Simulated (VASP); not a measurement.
# BiB (P6_3mc) in VASP: single point with PBE

Aim: the single point of BiB with PBE.

Everything below comes from runs of VASP 6.6.1. Logs are shortened: lines on timing, memory, paths and dates and some standing lists are left out, and cuts for length are marked.

### Step 1. The cell of the first run

It takes space group P6_3mc (No. 186, hexagonal). The conventional cell has a = 3.889 Å, b = 3.889 Å, c = 6.406 Å, α = 90.00°, β = 90.00°, γ = 120.00°. Within 3.1 Å of B (site symmetry 3m) lie 4 Bi at 2.38 to 2.40 Å. Within 3.1 Å of Bi (site symmetry 3m) lie 4 B at 2.38 to 2.40 Å.

### Step 2. Single point, PBE

The input, INCAR:

```
SYSTEM = BiB
  PREC = Accurate
  ENCUT = 520
  EDIFF = 1E-6
  ISMEAR = -1
  SIGMA = 0.02
  LREAL = .False.
  LASPH = .True.
  NELM = 100
  ALGO = Normal
  ISIF = 2
  LWAVE = .False.
  LCHARG = .False.
  GGA = PE
  NBANDS = 26
```

The input, KPOINTS:

```
Automatic mesh
0
Gamma
  12 12 4
  0 0 0
```

The input, POSCAR:

```
BiB
1.0
    3.8892803812      0.0000000000      0.0000000000
   -1.9446401906      3.3682156126      0.0000000000
    0.0000000000      0.0000000000      6.4061049652
B Bi
2 2
Direct
    0.3333333333      0.6666666667      0.0001118437
    0.6666666667      0.3333333333      0.5001118437
    0.3333333333      0.6666666667      0.3748881563
    0.6666666667      0.3333333333      0.8748881563
```

Potentials or basis: VASP PAW PBE potentials, release 64 (B, Bi_d).

Started as:

```
$ cat potpaw_PBE.64/B/POTCAR potpaw_PBE.64/Bi_d/POTCAR > POTCAR
$ mpirun -np 1 vasp_std > vasp.out
```

OUTCAR:

```text
SYSTEM = BiB
   PREC = Accurate
   ENCUT = 520
   EDIFF = 1E-6
   ISMEAR = -1
   LREAL = .False.
   LASPH = .True.
   NELM = 100
   ISIF = 2
   GGA = PE

 ion  position               nearest neighbor table
   1  0.333  0.667  0.000-   4 2.38   4 2.38   4 2.38   3 2.40
   2  0.667  0.333  0.500-   3 2.38   3 2.38   3 2.38   4 2.40
   3  0.333  0.667  0.375-   2 2.38   2 2.38   2 2.38   1 2.40   4 3.91   4 3.91   4 3.91   4 3.91
                             4 3.91   4 3.91
   4  0.667  0.333  0.875-   1 2.38   1 2.38   1 2.38   2 2.40   3 3.91   3 3.91   3 3.91   3 3.91
                             3 3.91   3 3.91

  LATTYP: Found a hexagonal cell.
 ALAT       =     3.8892803812
 C/A-ratio  =     1.6471183194

  Lattice vectors:

 A1 = (   3.8892803812,   0.0000000000,   0.0000000000)
 A2 = (  -1.9446401906,   3.3682156126,   0.0000000000)
 A3 = (   0.0000000000,   0.0000000000,   6.4061049652)

Analysis of symmetry for initial positions (statically):
=====================================================================
 Subroutine PRICEL returns:
 Original cell was already a primitive cell.

 Routine SETGRP: Setting up the symmetry group for a
 hexagonal supercell.

 Subroutine GETGRP returns: Found 12 space group operations
 (whereof  6 operations were pure point group operations)
 out of a pool of 24 trial point group operations.

The static configuration has the point symmetry C_3v.
 The point group associated with its full space group is C_6v.

Analysis of symmetry for dynamics (positions and initial velocities):
=====================================================================
 Subroutine PRICEL returns:
 Original cell was already a primitive cell.

 Routine SETGRP: Setting up the symmetry group for a
 hexagonal supercell.

 Subroutine GETGRP returns: Found 12 space group operations
 (whereof  6 operations were pure point group operations)
 out of a pool of 24 trial point group operations.

The dynamic configuration has the point symmetry C_3v.
 The point group associated with its full space group is C_6v.

 Subroutine INISYM returns: Found 12 space group operations
 (whereof  6 operations are pure point group operations),
 and found     1 'primitive' translations

----------------------------------------------------------------------------------------

                                     Primitive cell

  volume of cell :      83.9196

  direct lattice vectors                    reciprocal lattice vectors
     3.889280381  0.000000000  0.000000000     0.257116973  0.148446554  0.000000000
    -1.944640191  3.368215613  0.000000000     0.000000000  0.296893108  0.000000000
     0.000000000  0.000000000  6.406104965     0.000000000  0.000000000  0.156101095

  length of vectors
     3.889280381  3.889280381  6.406104965     0.296893108  0.296893108  0.156101095

  position of ions in fractional coordinates (direct lattice)
     0.333333333  0.666666667  0.000111844
     0.666666667  0.333333333  0.500111844
     0.333333333  0.666666667  0.374888156
     0.666666667  0.333333333  0.874888156

  ion indices of the primitive-cell ions
   primitive index   ion index
                 1           1
                 2           2
                 3           3
                 4           4

----------------------------------------------------------------------------------------

 KPOINTS: Automatic mesh

Automatic generation of k-mesh.
 Grid dimensions read from file:
 generate k-points for:   12   12    4

 Generating k-lattice:

  Cartesian coordinates                     Fractional coordinates (reciprocal lattice)
     0.021426414  0.012370546  0.000000000     0.083333333  0.000000000  0.000000000
     0.000000000  0.024741092  0.000000000     0.000000000  0.083333333  0.000000000
     0.000000000  0.000000000  0.039025274     0.000000000  0.000000000  0.250000000

  Length of vectors
     0.024741092  0.024741092  0.039025274

  Shift w.r.t. Gamma in fractional coordinates (k-lattice)
     0.000000000  0.000000000  0.000000000

 Subroutine IBZKPT returns following result:
 ===========================================

 Found     57 irreducible k-points:

 Following reciprocal coordinates:
            Coordinates               Weight
  0.000000  0.000000  0.000000      1.000000
  0.083333 -0.000000  0.000000      6.000000
  0.166667  0.000000  0.000000      6.000000
  0.250000  0.000000  0.000000      6.000000
  0.333333  0.000000  0.000000      6.000000
  0.416667  0.000000  0.000000      6.000000
[... 16 lines left out ...]
  0.250000  0.000000  0.250000     12.000000
  0.333333  0.000000  0.250000     12.000000
 [... further k-points ...]
   k-points           NKPTS =     57   k-points in BZ     NKDIM =     57   number of bands    NBANDS=     26
   number of dos      NEDOS =    301   number of ions     NIONS =      4
   total plane-waves  NPLWV =  43200
   dimension x,y,z NGX =    30 NGY =   30 NGZ =   48
   dimension x,y,z NGXF=    60 NGYF=   60 NGZF=   96
   ions per type =               2   2
   NGX,Y,Z   is equivalent  to a cutoff of  12.82, 12.82, 12.46 a.u.
   NGXF,Y,Z  is equivalent  to a cutoff of  25.65, 25.65, 24.91 a.u.
 SYSTEM =  BiB
   PREC   = accura    normal or accurate (medium, high low for compatibility)
   ISTART =      0    job   : 0-new  1-cont  2-samecut
   ICHARG =      2    charge: 1-file 2-atom 10-const
   ISPIN  =      1    spin polarized calculation?
   LNONCOLLINEAR =      F non collinear calculations
   LSORBIT =      F    spin-orbit coupling
   LASPH  =      T    aspherical Exc in radial PAW
   ENCUT  =  520.0 eV  38.22 Ry    6.18 a.u.   7.23  7.23 11.91*2*pi/ulx,y,z
   NELM   =    100;   NELMIN=  2; NELMDL= -5     # of ELM steps
   EDIFF  = 0.1E-05   stopping-criterion for ELM
   LREAL  =      F    real-space projection
   EDIFFG = 0.1E-04   stopping-criterion for IOM
   NSW    =      0    number of steps for IOM
   IBRION =     -1    ionic relax: 0-MD 1-quasi-New 2-CG
   NFREE  =      0    steps in history (QN), initial steepest desc. (CG)
   ISIF   =      2    stress and relaxation
   ISYM   =      2    0-nonsym 1-usesym 2-fastsym
   POTIM  = 0.5000    time-step for ionic-motion
   TEBEG  =    0.0;   TEEND  =   0.0 temperature during run
   PSTRESS=    0.0 pullay stress
   NELECT =      36.0000    total number of electrons
   NUPDOWN=      -1.0000    fix difference up-down
   EMIN   =  10.00;   EMAX   =-10.00  energy-range for DOS
   EFERMI =   0.00;   METHOD = LEGACY
   ISMEAR =    -1;   SIGMA  =   0.02  broadening in eV -4-tet -1-fermi 0-gaus
   EFERMI_NEDOS =   21; number of points for ismear=-14 and -15
   IALGO  =     38    algorithm
   IMIX   =      4    mixing-type and parameters
     AMIX     =   0.40;   BMIX     =  1.00
     AMIX_MAG =   1.60;   BMIX_MAG =  1.00
  volume/ion in A,a.u.               =      20.98       141.58
  Fermi-wavevector in a.u.,A,eV,Ry     =   1.234681  2.333208 20.741211  1.524436
  Thomas-Fermi vector in A             =   2.369361
   LORBIT       =      0    0 simple, 1 ext, 2 COOP (PROOUT), +10 PAW based schemes
   GGA     = PE    functional components
   LHFCALC =     F    Hartree Fock is set to
   AEXX    =    0.0000 exact exchange contribution
   IVDW    =     0    specifies the selected vdW correction
   LEPSILON=     F    determine dielectric tensor
   LRPA    =     F    only Hartree local field effects (RPA)
 non-spin polarized calculation
  energy-cutoff  :      520.00
  volume of cell :       83.92
 maximum number of plane-waves:      2276
 NGX is ok and might be reduce to    30
   NGX = 15   NGY = 15   NGZ = 23

 number of electron      36.0000023 magnetization

 Free energy of the ion-electron system (eV)
  ---------------------------------------------------
  ext. energy  EPLUGINS =         0.00000000
  ---------------------------------------------------
  free energy    TOTEN  =       -17.95916959 eV

  energy without entropy =      -17.95903962  energy(sigma->0) =      -17.95910460

 E-fermi :   7.0743     XC(G=0):  -9.9582

 val. band max:        7.0707996042   @ k =   0.0000   0.0000   0.0000
 cond. band min:       7.2422646494   @ k =   0.0000   0.0000   0.2500
 fundamental gap:      0.1714650452
 Fermi energy:         7.0742687598

 k-point     1 :       0.0000    0.0000    0.0000
  band No.  band energies     occupation
      1     -16.1418      2.00000
      2     -16.1367      2.00000
      3     -16.1328      2.00000
      4     -16.1328      2.00000
      5     -16.1210      2.00000
      6     -16.1210      2.00000
[... 18 lines left out ...]
     25      11.8255      0.00000
     26      12.9072      0.00000

 k-point     2 :       0.0833   -0.0000    0.0000
  band No.  band energies     occupation
      1     -16.1408      2.00000
      2     -16.1380      2.00000
      3     -16.1323      2.00000
      4     -16.1298      2.00000
      5     -16.1176      2.00000
      6     -16.1172      2.00000
[... 18 lines left out ...]
     25      12.0920      0.00000
     26      13.5050      0.00000

 k-point     3 :       0.1667    0.0000    0.0000
  band No.  band energies     occupation
      1     -16.1465      2.00000
      2     -16.1341      2.00000
      3     -16.1301      2.00000
      4     -16.1228      2.00000
      5     -16.1084      2.00000
      6     -16.1069      2.00000
[... 18 lines left out ...]
     25      12.7705      0.00000
     26      13.2922      0.00000

 k-point     4 :       0.2500    0.0000    0.0000
  band No.  band energies     occupation
      1     -16.1544      2.00000
      2     -16.1346      2.00000
      3     -16.1226      2.00000
      4     -16.1166      2.00000
      5     -16.0965      2.00000
      6     -16.0934      2.00000
[... 18 lines left out ...]
     25      13.2832      0.00000
     26      13.5713      0.00000

 k-point     5 :       0.3333    0.0000    0.0000
  band No.  band energies     occupation
      1     -16.1616      2.00000
      2     -16.1376      2.00000
      3     -16.1155      2.00000
      4     -16.1143      2.00000
      5     -16.0890      2.00000
      6     -16.0809      2.00000
[... 18 lines left out ...]
     25      13.5188      0.00000
     26      14.1880      0.00000

 k-point     6 :       0.4167    0.0000    0.0000
  band No.  band energies     occupation
      1     -16.1666      2.00000
      2     -16.1404      2.00000
      3     -16.1142      2.00000
      4     -16.1123      2.00000
      5     -16.0855      2.00000
      6     -16.0743      2.00000
[... 427 lines left out ...]
 k-point    21 :       0.0833   -0.0000    0.2500
  band No.  band energies     occupation
      1     -16.1406      2.00000
      2     -16.1390      2.00000
      3     -16.1309      2.00000
      4     -16.1290      2.00000
      5     -16.1202      2.00000
      6     -16.1198      2.00000
[... 18 lines left out ...]
     25      11.7122      0.00000
     26      13.2371      0.00000

 k-point    22 :       0.1667    0.0000    0.2500
  band No.  band energies     occupation
      1     -16.1458      2.00000
      2     -16.1392      2.00000
      3     -16.1257      2.00000
      4     -16.1210      2.00000
      5     -16.1118      2.00000
      6     -16.1096      2.00000
[... 18 lines left out ...]
     25      12.3775      0.00000
     26      13.1588      0.00000

 k-point    23 :       0.2500    0.0000    0.2500
  band No.  band energies     occupation
      1     -16.1528      2.00000
      2     -16.1411      2.00000
      3     -16.1186      2.00000
      4     -16.1129      2.00000
      5     -16.1019      2.00000
      6     -16.0963      2.00000
[... 18 lines left out ...]
     25      13.1296      0.00000
     26      13.2123      0.00000

 k-point    24 :       0.3333    0.0000    0.2500
  band No.  band energies     occupation
      1     -16.1592      2.00000
      2     -16.1441      2.00000
      3     -16.1137      2.00000
      4     -16.1084      2.00000
      5     -16.0946      2.00000
      6     -16.0844      2.00000
[... 18 lines left out ...]
     25      13.4721      0.00000
     26      14.0045      0.00000

 [... further k-points ...]
[... 5 lines left out ...]
  --------------------------------------------------------------------------------------
  -------------------------------------------------------------------------------------
  Total       -0.0241287     -0.0241287     -0.0254509      0.0000000     -0.0000000      0.0000000
  in kB       -0.4606602     -0.4606602     -0.4859039      0.0000000     -0.0000000      0.0000000
  external PRESSURE =      -0.4690748 kB  Pullay stress =       0.0000000 kB

 VOLUME and BASIS-vectors are now :
 -----------------------------------------------------------------------------
  energy-cutoff  :      520.00
  volume of cell :       83.92
      direct lattice vectors                 reciprocal lattice vectors
     3.889280381  0.000000000  0.000000000     0.257116973  0.148446554  0.000000000
    -1.944640191  3.368215613  0.000000000     0.000000000  0.296893108  0.000000000
     0.000000000  0.000000000  6.406104965     0.000000000  0.000000000  0.156101095

 POSITION                                       TOTAL-FORCE (eV/Angst)
 -----------------------------------------------------------------------------------
     -0.00000      2.24548      0.00072         0.000000     -0.000000     -0.000826
      1.94464      1.12274      3.20377        -0.000000      0.000000     -0.000826
     -0.00000      2.24548      2.40157        -0.000000     -0.000000      0.000826
      1.94464      1.12274      5.60463         0.000000      0.000000      0.000826
 -----------------------------------------------------------------------------------
    total drift:                               -0.000000      0.000000      0.000337

  FREE ENERGIE OF THE ION-ELECTRON SYSTEM (eV)
  ---------------------------------------------------
  free  energy   TOTEN  =       -17.9591695911 eV

  energy  without entropy=      -17.9590396183  energy(sigma->0) =      -17.95910460
```

It took 87 s on 1 thread of AMD EPYC 7R43 (Zen 3), shared host; peak memory 0.22 GiB.

What came out:

```yaml
Free_energy: -17.9592 eV
Pressure: 0.0 GPa
```

Caveat: spin-orbit coupling is left out, which moves the levels of the heavy elements.
